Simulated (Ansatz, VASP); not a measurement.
## Sr: VASP beside Ansatz

File INCAR:

```
SYSTEM = Sr
ALGO = Normal ; EDIFF = 1E-6
EDIFFG = -0.001 ; ENCUT = 600
GGA = PE ; IBRION = 2
ISIF = 3 ; ISMEAR = -1
LASPH = .TRUE. ; LCHARG = .FALSE.
LREAL = .FALSE. ; LWAVE = .FALSE.
NELM = 60 ; NSW = 80
PREC = Accurate ; SIGMA = 0.15
```

Contents of KPOINTS:

```
k-points
0
G
  12 12 12
  0 0 0
```

The input POSCAR:

```
Sr
1.0
    0.0000000000      3.0131734117      3.0131734117
    3.0131734117      0.0000000000      3.0131734117
    3.0131734117      3.0131734117      0.0000000000
Sr
1
Direct
    0.0000000000      0.0000000000      0.0000000000
```

Input for Ansatz:

```yaml
crystal:
  lattice:
    - [0.0, 3.0131734117, 3.0131734117]
    - [3.0131734117, 0.0, 3.0131734117]
    - [3.0131734117, 3.0131734117, 0.0]
  atoms:
    - { symbol: Sr, position: [0.0, 0.0, 0.0] }
basis:
  ecutwfc: 420
kpoints:
  mp_grid: { grid: [12, 12, 12] }
hamiltonian:
  xc: pbe
  pseudopotentials: { kind: paw, azcp: { folder: soft_1 } }
scf:
  occupations: { method: fermi_dirac, width: 0.15 }
output:
  forces: true
  stress: true
  eigenvalues: true
relax:
  adjacent_minimum: "off"
  f_tol: 0.001
  max_steps: 60
  cell: { stress_tol: 0.01 }
```

Alike in both runs: task relaxation of cell and atoms; functional PBE; k mesh 12 × 12 × 12; occupations fermi-dirac, width 0.15 eV; no spin polarisation.

|  | VASP | Ansatz |
| --- | --- | --- |
| version | VASP 6.6.1 | Ansatz 0.2.0 |
| potentials or method | VASP PAW PBE potentials, release 64 (Sr_sv), cutoff 600 eV | scalar-relativistic, plane waves, PAW |
| valence electrons in the cell | 10 | 10 |

|  | VASP | Ansatz | Ansatz less VASP |
| --- | --- | --- | --- |
| gap on the k mesh at the Fermi level, each at its own relaxed structure (eV) | none | none | - |
| relaxed volume (Å³/atom) | 55.32 | 55.22 | -0.103 |
| relaxed length of the cell vector where the two differ most in proportion (Å) | 4.277 | 4.274 | -0.0027 |

A gap of «none» marks a metal or a gap that the smearing closes.
